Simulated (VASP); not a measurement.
Input of a VASP 6.6.1 run:

INCAR

```
  ALGO = Normal
  EDIFF = 1E-6
  ENCUT = 520
  GGA = PE
  ISIF = 2
  ISMEAR = -1
  LASPH = True
  LCHARG = True
  LELF = True
  LREAL = False
  LVHAR = True
  LWAVE = False
  NBANDS = 12
  NELM = 100
  PREC = Accurate
  SIGMA = 0.06
```

Contents of KPOINTS:

```
k-points
0
Gamma
  12 12 12
```

The input POSCAR:

```
Cu
1.0
    0.0000000000      1.7547400000      1.7547400000
    1.7547400000      0.0000000000      1.7547400000
    1.7547400000      1.7547400000      0.0000000000
Cu
1
Direct
    0.0000000000      0.0000000000      0.0000000000
```

Potentials or basis: VASP PAW PBE potentials, release 64 (Cu).

The run is started by

```bash
$ cat potpaw_PBE.64/Cu/POTCAR > POTCAR
$ mpirun -np 1 vasp_std > vasp.out
```

Q: What does it give for the pressure?

A: 18.8 GPa.
